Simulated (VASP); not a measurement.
# Co (Pm-3m) in VASP: notebook

The runs below take Co through single point, with LDA.

Program: VASP 6.6.1. These are calculated values, not measurements. Logs are shortened: lines on timing, memory, paths and dates and some standing lists are left out, and cuts for length are marked.

### 1 The cell of the first run

The structure is cubic, space group Pm-3m (No. 221). Conventional cell: a = 2.255 Å, b = 2.255 Å, c = 2.255 Å, α = 90.00°, β = 90.00°, γ = 90.00°. Within 3.0 Å of Co (site symmetry m-3m) lie 6 Co at 2.26 Å.

### 2 Single point, LDA, collinear spin, ferromagnetic start

INCAR

```
  PREC = Accurate
  ENCUT = 520
  EDIFF = 1E-7
  ISMEAR = -1
  SIGMA = 0.05
  LREAL = False
  LASPH = True
  NELM = 150
  ALGO = Normal
  ISIF = 2
  LWAVE = False
  LCHARG = False
  ISPIN = 2
  MAGMOM = 1.546
  LORBIT = 11
  LMAXMIX = 4
  GGA = CA
  NBANDS = 14
```

KPOINTS

```
regular mesh
0
Gamma
  16 16 16
```

POSCAR

```
Co
1.0
    2.2550773701      0.0000000000      0.0000000000
    0.0000000000      2.2550773701      0.0000000000
    0.0000000000      0.0000000000      2.2550773701
Co
1
Direct
    0.0000000000      0.0000000000      0.0000000000
```

Potentials or basis: VASP PAW LDA potentials, release 64 (Co).

Command:

```sh
> cat potpaw_LDA.64/Co/POTCAR > POTCAR
> mpirun -np 1 vasp_std > vasp.out
```

OUTCAR:

```text
PREC = Accurate
   ENCUT = 520
   EDIFF = 1E-7
   ISMEAR = -1
   LREAL = False
   LASPH = True
   NELM = 150
   ISIF = 2
   ISPIN = 2
   LORBIT = 11
   GGA = CA

 ion  position               nearest neighbor table
   1  0.000  0.000  0.000-

  LATTYP: Found a simple cubic cell.
 ALAT       =     2.2550773701

  Lattice vectors:

 A1 = (   2.2550773701,   0.0000000000,   0.0000000000)
 A2 = (   0.0000000000,   2.2550773701,   0.0000000000)
 A3 = (   0.0000000000,   0.0000000000,   2.2550773701)

Analysis of symmetry for initial positions (statically):
=====================================================================
 Subroutine PRICEL returns:
 Original cell was already a primitive cell.

 Routine SETGRP: Setting up the symmetry group for a
 simple cubic supercell.

 Subroutine GETGRP returns: Found 48 space group operations
 (whereof 48 operations were pure point group operations)
 out of a pool of 48 trial point group operations.

The static configuration has the point symmetry O_h .

Analysis of symmetry for dynamics (positions and initial velocities):
=====================================================================
 Subroutine PRICEL returns:
 Original cell was already a primitive cell.

 Routine SETGRP: Setting up the symmetry group for a
 simple cubic supercell.

 Subroutine GETGRP returns: Found 48 space group operations
 (whereof 48 operations were pure point group operations)
 out of a pool of 48 trial point group operations.

The dynamic configuration has the point symmetry O_h .

Analysis of structural, dynamic, and magnetic symmetry:
=====================================================================
 Subroutine PRICEL returns:
 Original cell was already a primitive cell.

 Routine SETGRP: Setting up the symmetry group for a
 simple cubic supercell.

 Subroutine GETGRP returns: Found 48 space group operations
 (whereof 48 operations were pure point group operations)
 out of a pool of 48 trial point group operations.

The overall configuration has the point symmetry O_h .

 Subroutine INISYM returns: Found 48 space group operations
 (whereof 48 operations are pure point group operations),
 and found     1 'primitive' translations

----------------------------------------------------------------------------------------

                                     Primitive cell

  volume of cell :      11.4679

  direct lattice vectors                    reciprocal lattice vectors
     2.255077370  0.000000000  0.000000000     0.443443765  0.000000000  0.000000000
     0.000000000  2.255077370  0.000000000     0.000000000  0.443443765  0.000000000
     0.000000000  0.000000000  2.255077370     0.000000000  0.000000000  0.443443765

  length of vectors
     2.255077370  2.255077370  2.255077370     0.443443765  0.443443765  0.443443765

  position of ions in fractional coordinates (direct lattice)
     0.000000000  0.000000000  0.000000000

  ion indices of the primitive-cell ions
   primitive index   ion index
                 1           1

----------------------------------------------------------------------------------------

 KPOINTS: regular mesh

Automatic generation of k-mesh.
 Grid dimensions read from file:
 generate k-points for:   16   16   16

 Generating k-lattice:

  Cartesian coordinates                     Fractional coordinates (reciprocal lattice)
     0.027715235  0.000000000  0.000000000     0.062500000  0.000000000  0.000000000
     0.000000000  0.027715235  0.000000000     0.000000000  0.062500000  0.000000000
     0.000000000  0.000000000  0.027715235     0.000000000  0.000000000  0.062500000

  Length of vectors
     0.027715235  0.027715235  0.027715235

  Shift w.r.t. Gamma in fractional coordinates (k-lattice)
     0.000000000  0.000000000  0.000000000

 Subroutine IBZKPT returns following result:
 ===========================================

 Found    165 irreducible k-points:

 Following reciprocal coordinates:
            Coordinates               Weight
  0.000000  0.000000  0.000000      1.000000
  0.062500  0.000000  0.000000      6.000000
  0.125000  0.000000  0.000000      6.000000
  0.187500  0.000000  0.000000      6.000000
  0.250000  0.000000  0.000000      6.000000
  0.312500  0.000000  0.000000      6.000000
[... 16 lines left out ...]
  0.437500  0.125000  0.000000     24.000000
  0.500000  0.125000  0.000000     12.000000
 [... further k-points ...]
   k-points           NKPTS =    165   k-points in BZ     NKDIM =    165   number of bands    NBANDS=     14
   number of dos      NEDOS =    301   number of ions     NIONS =      1
   total plane-waves  NPLWV =   5832
   dimension x,y,z NGX =    18 NGY =   18 NGZ =   18
   dimension x,y,z NGXF=    36 NGYF=   36 NGZF=   36
   ions per type =               1
   NGX,Y,Z   is equivalent  to a cutoff of  13.27, 13.27, 13.27 a.u.
   NGXF,Y,Z  is equivalent  to a cutoff of  26.54, 26.54, 26.54 a.u.
 SYSTEM =  unknown system
   PREC   = accura    normal or accurate (medium, high low for compatibility)
   ISTART =      0    job   : 0-new  1-cont  2-samecut
   ICHARG =      2    charge: 1-file 2-atom 10-const
   ISPIN  =      2    spin polarized calculation?
   LNONCOLLINEAR =      F non collinear calculations
   LSORBIT =      F    spin-orbit coupling
   LASPH  =      T    aspherical Exc in radial PAW
   ENCUT  =  520.0 eV  38.22 Ry    6.18 a.u.   4.19  4.19  4.19*2*pi/ulx,y,z
   NELM   =    150;   NELMIN=  2; NELMDL= -5     # of ELM steps
   EDIFF  = 0.1E-06   stopping-criterion for ELM
   LREAL  =      F    real-space projection
   EDIFFG = 0.1E-05   stopping-criterion for IOM
   NSW    =      0    number of steps for IOM
   IBRION =     -1    ionic relax: 0-MD 1-quasi-New 2-CG
   NFREE  =      0    steps in history (QN), initial steepest desc. (CG)
   ISIF   =      2    stress and relaxation
   ISYM   =      2    0-nonsym 1-usesym 2-fastsym
   POTIM  = 0.5000    time-step for ionic-motion
   TEBEG  =    0.0;   TEEND  =   0.0 temperature during run
   PSTRESS=    0.0 pullay stress
   NELECT =       9.0000    total number of electrons
   NUPDOWN=      -1.0000    fix difference up-down
   EMIN   =  10.00;   EMAX   =-10.00  energy-range for DOS
   EFERMI =   0.00;   METHOD = LEGACY
   ISMEAR =    -1;   SIGMA  =   0.05  broadening in eV -4-tet -1-fermi 0-gaus
   EFERMI_NEDOS =   21; number of points for ismear=-14 and -15
   IALGO  =     38    algorithm
   IMIX   =      4    mixing-type and parameters
     AMIX     =   0.40;   BMIX     =  1.00
     AMIX_MAG =   1.60;   BMIX_MAG =  1.00
  volume/ion in A,a.u.               =      11.47        77.39
  Fermi-wavevector in a.u.,A,eV,Ry     =   1.510060  2.853600 31.025112  2.280281
  Thomas-Fermi vector in A             =   2.620300
   LORBIT       =     11    0 simple, 1 ext, 2 COOP (PROOUT), +10 PAW based schemes
   GGA     = CA    functional components
   LHFCALC =     F    Hartree Fock is set to
   AEXX    =    0.0000 exact exchange contribution
   IVDW    =     0    specifies the selected vdW correction
   LEPSILON=     F    determine dielectric tensor
   LRPA    =     F    only Hartree local field effects (RPA)
 spin polarized calculation
  energy-cutoff  :      520.00
  volume of cell :       11.47
 maximum number of plane-waves:       320
 NGX is ok and might be reduce to    18
   NGX =  9   NGY =  9   NGZ =  9

 number of electron       8.9999989 magnetization       1.5041574

 Free energy of the ion-electron system (eV)
  ---------------------------------------------------
  ext. energy  EPLUGINS =         0.00000000
  ---------------------------------------------------
  free energy    TOTEN  =        -7.26952890 eV

  energy without entropy =       -7.25727537  energy(sigma->0) =       -7.26340213

 E-fermi :   9.3740     XC(G=0): -13.3081

 val. band max:        9.3719612485   @ k =   0.5000   0.3125   0.3125
 cond. band min:       9.3823678910   @ k =   0.4375   0.3750   0.0000
 fundamental gap:      0.0104066425
 Fermi energy:         9.3740206561

 spin component 1

 k-point     1 :       0.0000    0.0000    0.0000
  band No.  band energies     occupation
      1       0.6618      1.00000
      2       4.8736      1.00000
      3       4.8736      1.00000
      4       8.8952      0.99993
      5       8.8952      0.99993
      6       8.8952      0.99993
      7      29.7138      0.00000
      8      29.7138      0.00000
      9      29.7138      0.00000
     10      33.9306      0.00000
     11      33.9306      0.00000
     12      38.7365      0.00000
     13      46.7463      0.00000
     14      51.6842      0.00000
[... 375 lines left out ...]
 k-point    24 :       0.5000    0.1250    0.0000
  band No.  band energies     occupation
      1       5.1573      1.00000
      2       5.7498      1.00000
      3       6.2266      1.00000
      4       7.5858      1.00000
      5       8.8281      0.99998
      6       9.4907      0.08840
      7      13.8797      0.00000
      8      31.3272      0.00000
      9      33.8805      0.00000
     10      36.0168      0.00000
     11      38.6210      0.00000
     12      40.1097      0.00000
     13      42.8896      0.00000
     14      44.7380      0.00000

 [... further k-points ...]

 spin component 2

 k-point     1 :       0.0000    0.0000    0.0000
  band No.  band energies     occupation
      1       0.9088      1.00000
      2       5.9291      1.00000
      3       5.9291      1.00000
      4      10.5510      0.00000
      5      10.5510      0.00000
      6      10.5510      0.00000
      7      30.0562      0.00000
      8      30.0562      0.00000
      9      30.0562      0.00000
     10      34.3942      0.00000
     11      34.3942      0.00000
     12      38.9914      0.00000
     13      49.8967      0.00000
     14      52.0169      0.00000
[... 375 lines left out ...]
 k-point    24 :       0.5000    0.1250    0.0000
  band No.  band energies     occupation
      1       5.9400      1.00000
      2       6.8305      1.00000
      3       7.1282      1.00000
      4       9.1182      0.99403
      5      10.2864      0.00000
      6      10.4773      0.00000
      7      14.8132      0.00000
      8      31.6164      0.00000
      9      34.3949      0.00000
     10      36.1933      0.00000
     11      39.1064      0.00000
     12      40.4809      0.00000
     13      43.4265      0.00000
     14      45.0136      0.00000

 [... further k-points ...]
[... 5 lines left out ...]
  --------------------------------------------------------------------------------------
  -------------------------------------------------------------------------------------
  Total       -0.0812005     -0.0812005     -0.0812005      0.0000000      0.0000000      0.0000000
  in kB      -11.3444882    -11.3444882    -11.3444882      0.0000000      0.0000000      0.0000000
  external PRESSURE =     -11.3444882 kB  Pullay stress =       0.0000000 kB

 VOLUME and BASIS-vectors are now :
 -----------------------------------------------------------------------------
  energy-cutoff  :      520.00
  volume of cell :       11.47
      direct lattice vectors                 reciprocal lattice vectors
     2.255077370  0.000000000  0.000000000     0.443443765  0.000000000  0.000000000
     0.000000000  2.255077370  0.000000000     0.000000000  0.443443765  0.000000000
     0.000000000  0.000000000  2.255077370     0.000000000  0.000000000  0.443443765

 POSITION                                       TOTAL-FORCE (eV/Angst)
 -----------------------------------------------------------------------------------
      0.00000      0.00000      0.00000         0.000000      0.000000      0.000000
 -----------------------------------------------------------------------------------
    total drift:                               -0.000000      0.000000      0.000000

  FREE ENERGIE OF THE ION-ELECTRON SYSTEM (eV)
  ---------------------------------------------------
  free  energy   TOTEN  =        -7.2695288957 eV

  energy  without entropy=       -7.2572753732  energy(sigma->0) =       -7.26340213

 total charge

# of ion       s       p       d       tot
------------------------------------------
    1        0.531   0.466   7.376   8.372

 magnetization (x)

# of ion       s       p       d       tot
------------------------------------------
    1        0.006   0.002   1.485   1.493
```

Run time: 55 s. Hardware: 1 thread of Intel Xeon Platinum 8259CL at 2.50GHz (Skylake/Cascade Lake), shared host; peak memory 0.15 GiB.

What came out:

| Item | Value |
| --- | --- |
| Free energy | -7.2695 eV |
| Pressure | -1.1 GPa |
| Net moment | 1.50 μB per cell |
| Site moments | Co +1.49 μB |
| Valence electrons inside the program's atomic spheres | Co 8.37 |

### 3 Single point, LDA, collinear spin, ferromagnetic start (volume scaled by 1.04)

INCAR

```
SYSTEM = Co
ALGO = Normal ; EDIFF = 1E-6
ENCUT = 520 ; ISIF = 2
ISMEAR = -1 ; ISPIN = 2
LASPH = .True. ; LCHARG = .True.
LELF = .True. ; LMAXMIX = 4
LORBIT = 11 ; LREAL = .False.
LVHAR = .True. ; LWAVE = .False.
MAGMOM = 1.546 ; NBANDS = 14
NELM = 150 ; PREC = Accurate
SIGMA = 0.05
```

KPOINTS

```
k-points
0
Gamma
  16 16 16
  0 0 0
```

POSCAR

```
Co
1.0
    2.2847528438      0.0000000000      0.0000000000
    0.0000000000      2.2847528438      0.0000000000
    0.0000000000      0.0000000000      2.2847528438
Co
1
Direct
    0.0000000000      0.0000000000      0.0000000000
```

Potentials or basis: VASP PAW LDA potentials, release 64 (Co).

Command:

```sh
> cat potpaw_LDA.64/Co/POTCAR > POTCAR
> mpirun -np 1 vasp_std > vasp.out
```

It took 46 s on 1 thread of Intel Xeon Platinum 8259CL at 2.50GHz (Skylake/Cascade Lake), shared host; peak memory 0.15 GiB.

It converged, with:

```yaml
Free_energy: -7.2565 eV
Pressure: -7.7 GPa
Net_moment: 1.56 μB per cell
Site_moments: Co +1.55 μB
Valence_electrons_inside_the_program's_atomic_spheres: Co 8.30
```

Levels at points of the mesh, in eV from the Fermi level:
Spin up:
| k point | band 3 | band 4 | band 5 | band 6 | band 7 | band 8 |
| --- | --- | --- | --- | --- | --- | --- |
| (0.00, 0.00, 0.00) | -4.35 | -0.57 | -0.57 | -0.57 | 19.83 | 19.83 |
| (0.50, 0.00, 0.00) | -1.84 | -1.84 | -1.37 | -0.46 | 4.16 | 24.14 |
| (0.50, 0.50, 0.00) | -1.58 | -1.58 | 0.49 | 5.21 | 5.21 | 11.59 |
| (0.50, 0.50, 0.50) | -4.09 | 0.56 | 0.56 | 12.29 | 12.29 | 12.29 |
Spin down:
```csv
k point,band 2,band 3,band 4,band 5,band 6,band 7
"(0.00, 0.00, 0.00)",-3.25,-3.25,1.14,1.14,1.14,20.18
"(0.50, 0.00, 0.00)",-2.68,-1.17,-0.26,-0.26,1.26,5.15
"(0.50, 0.50, 0.00)",-2.25,0.04,0.04,1.91,5.51,5.51
"(0.50, 0.50, 0.50)",-2.80,-2.80,1.98,1.98,12.71,12.71
```

### 4 Single point, LDA, collinear spin, ferromagnetic start (volume scaled by 1.08)

INCAR

```
SYSTEM = Co
ALGO = Normal
EDIFF = 1E-6
ENCUT = 520
GGA = CA
ISIF = 2
ISMEAR = -1
ISPIN = 2
LASPH = .TRUE.
LCHARG = .FALSE.
LMAXMIX = 4
LORBIT = 11
LREAL = .FALSE.
LWAVE = .FALSE.
MAGMOM = 1.546
NBANDS = 14
NELM = 150
PREC = Accurate
SIGMA = 0.05
```

KPOINTS

```
k-points
0
G
  16 16 16
  0 0 0
```

POSCAR

```
Co
1.0
    2.3136768364      0.0000000000      0.0000000000
    0.0000000000      2.3136768364      0.0000000000
    0.0000000000      0.0000000000      2.3136768364
Co
1
Direct
    0.0000000000      0.0000000000      0.0000000000
```

Command:

```sh
> cat potpaw_LDA.64/Co/POTCAR > POTCAR
> mpirun -np 1 vasp_std > vasp.out
```

It took 44 s on 1 thread of Intel Xeon Platinum 8259CL at 2.50GHz (Skylake/Cascade Lake), shared host; peak memory 0.15 GiB.

Results (log left out):

* Free energy: -7.2266 eV
* Pressure: -12.9 GPa
* Net moment: 1.63 μB per cell
* Site moments: Co +1.62 μB
* Valence electrons inside the program's atomic spheres: Co 8.23

Levels at points of the mesh, in eV from the Fermi level:
Spin up:
```tsv
k point	band 1	band 2	band 3	band 4	band 5	band 6	band 7	band 8	band 9	band 10
(0.00, 0.00, 0.00)	-8.28	-4.22	-4.22	-0.67	-0.67	-0.67	19.34	19.34	19.34	23.33
(0.50, 0.00, 0.00)	-4.36	-3.74	-1.86	-1.86	-1.30	-0.56	3.88	23.78	26.48	26.90
(0.50, 0.50, 0.00)	-4.97	-3.30	-1.62	-1.62	0.35	5.07	5.07	11.31	11.90	30.64
(0.50, 0.50, 0.50)	-3.97	-3.97	-3.97	0.42	0.42	11.88	11.88	11.88	13.34	17.08
```
Spin down:
| k point | band 2 | band 3 | band 4 | band 5 | band 6 | band 7 |
| --- | --- | --- | --- | --- | --- | --- |
| (0.00, 0.00, 0.00) | -3.07 | -3.07 | 1.10 | 1.10 | 1.10 | 19.70 |
| (0.50, 0.00, 0.00) | -2.53 | -1.09 | -0.22 | -0.22 | 1.22 | 4.92 |
| (0.50, 0.50, 0.00) | -2.14 | 0.06 | 0.06 | 1.83 | 5.37 | 5.37 |
| (0.50, 0.50, 0.50) | -2.63 | -2.63 | 1.90 | 1.90 | 12.30 | 12.30 |

(Part 1 of 2 ends here.)
